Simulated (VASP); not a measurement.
Set up this calculation in VASP 6.6.1, as the native input.

- Task: single point
- Functional: PBE
- Potentials or basis: VASP PAW PBE potentials, release 64 (Ta_pv, F)
- Cutoff: 520 eV
- k mesh: 7 × 7 × 7
- Occupations: fermi-dirac, width 0.05 eV
- Spin: no spin polarisation
- Dipole correction: no
- Further INCAR settings: ALGO = Normal; EDIFF = 1e-06; NBANDS = 24

The structure of TaF3 lies in POSCAR:

```
TaF3
1.0
    4.0662673650      0.0000000000      0.0000000000
    0.0000000000      4.0662673650      0.0000000000
    0.0000000000      0.0000000000      4.0662673650
Ta F
1 3
Direct
    0.0000000000      0.0000000000      0.0000000000
    0.0000000000      0.0000000000      0.5000000000
    0.0000000000      0.5000000000      0.0000000000
    0.5000000000      0.0000000000      0.0000000000
```

One way to write it, as run:

INCAR

```
SYSTEM = TaF3
ALGO     = Normal         ! electronic algorithm
EDIFF    = 1E-6           ! SCF threshold, eV
ENCUT    = 520            ! plane-wave cutoff, eV
GGA      = PE             ! functional
ISIF     = 2              ! what is computed and relaxed
ISMEAR   = -1             ! smearing method
LASPH    = .True.         ! aspherical terms in the spheres
LCHARG   = .False.        ! write CHGCAR
LREAL    = .False.        ! projectors in reciprocal space
LWAVE    = .False.        ! write WAVECAR
NBANDS   = 24             ! bands
NELM     = 60             ! most SCF steps
PREC     = Accurate       ! precision mode
SIGMA    = 0.05           ! smearing width, eV
```

KPOINTS

```
k-points
0
Gamma
  7 7 7
  0 0 0
```

Potentials or basis: VASP PAW PBE potentials, release 64 (Ta_pv, F).

Command:

```sh
$ cat potpaw_PBE.64/Ta_pv/POTCAR potpaw_PBE.64/F/POTCAR > POTCAR
$ mpirun -np 1 vasp_std > vasp.out
```

It gave:

- Pressure: 5.1 GPa
- Band gap on the k mesh: zero (band 16 reaches 4.96 eV, above the bottom of band 17 at 2.71 eV)

Caveat: spin-orbit coupling is left out, which moves the levels of the heavy elements.

It took 13 s on 1 thread of AMD EPYC 9R45 96-Core Processor (Zen 5), with other jobs on the host, peak memory 0.15 GiB.
